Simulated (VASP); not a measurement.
Set up this calculation in VASP 6.6.1, as the native input.

```
Task                   : single point
Functional             : PBE
Potentials or basis    : VASP PAW PBE potentials, release 64 (Au)
Cutoff                 : 520 eV
k mesh                 : 16 × 16 × 8
Occupations            : gaussian, width 0.1 eV
Spin                   : no spin polarisation
Dipole correction      : no
Further INCAR settings : ALGO = Normal; EDIFF = 1e-06; NBANDS = 18
```

The structure of Au lies in POSCAR:

```
Au
1.0
    2.7922331183      0.1689293435      0.1097759184
    0.1563624396      3.1273940808      0.0890073712
   -1.0076300107     -1.2268549846      5.0788677692
Au
2
Direct
    0.2945903172      0.3147692708      0.6983754638
    0.7054096828      0.6852307292      0.3016245362
```

This cell differs from its parent crystal: strained.

These files were run (other wordings do the same):

INCAR

```
  PREC = Accurate
  ENCUT = 520
  EDIFF = 1E-6
  ISMEAR = 0
  SIGMA = 0.1
  LREAL = F
  LASPH = T
  NELM = 100
  ALGO = Normal
  ISIF = 2
  LWAVE = F
  LCHARG = T
  GGA = PE
  LELF = T
  LVHAR = T
  NBANDS = 18
```

KPOINTS

```
Automatic mesh
0
Gamma
  16 16 8
```

Potentials or basis: VASP PAW PBE potentials, release 64 (Au).

Launch:

```sh
$ cat potpaw_PBE.64/Au/POTCAR > POTCAR
$ mpirun -np 1 vasp_std > vasp.out
```

Results of the run:

```
Pressure               : -6.5 GPa
Largest force          : 0.574 eV/Å
Band gap on the k mesh : zero (band 11 reaches 8.30 eV, above the bottom of band 12 at 3.90 eV)
```

Caveat: the cell differs from its parent crystal (strained); spin-orbit coupling is left out, which moves the levels of the heavy elements.

It took 4.7 min on 1 thread of Intel(R) Xeon(R) Platinum 8488C (Sapphire Rapids), with other jobs on the host, peak memory 0.71 GiB.
